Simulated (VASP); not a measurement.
Wanted: the native input for a VASP 6.6.1 run.

* Task: single point
* Functional: LDA
* Potentials or basis: VASP PAW LDA potentials, release 64 (Bi_d, Te)
* Cutoff: 520 eV
* k mesh: 10 × 10 × 10
* Occupations: fermi-dirac, width 0.08 eV
* Spin: no spin polarisation
* Dipole correction: no
* Further INCAR settings: ALGO = Normal; EDIFF = 1e-07; NBANDS = 18

The structure of BiTe lies in POSCAR:

```
BiTe
1.0
    0.0000000000      3.2673500000      3.2350000000
    3.2673500000      0.0000000000      3.2350000000
    3.2673500000      3.2673500000      0.0000000000
Bi Te
1 1
Direct
    0.0000000000      0.0000000000      0.0000000000
    0.5000000000      0.5000000000      0.5000000000
```

This cell differs from its parent crystal: equal xx and yy strain of +1 %.

One way to write it, as run:

INCAR

```
SYSTEM = BiTe
ALGO = Normal
EDIFF = 1E-7
ENCUT = 520
GGA = CA
ISIF = 2
ISMEAR = -1
LASPH = .True.
LCHARG = .False.
LREAL = .False.
LWAVE = .False.
NBANDS = 18
NELM = 60
PREC = Accurate
SIGMA = 0.08
```

KPOINTS

```
k-points
0
Gamma
  10 10 10
  0 0 0
```

Potentials or basis: VASP PAW LDA potentials, release 64 (Bi_d, Te).

Launch:

```sh
$ cat potpaw_LDA.64/Bi_d/POTCAR potpaw_LDA.64/Te/POTCAR > POTCAR
$ mpirun -np 1 vasp_std > vasp.out
```

It gave:

```yaml
Pressure: -3.6 GPa
```

Caveat: the cell differs from its parent crystal (equal xx and yy strain of +1 %).

Run time: 78 s on 1 thread of Intel(R) Xeon(R) 6975P-C (Granite Rapids), on a shared host, peak memory 0.26 GiB.
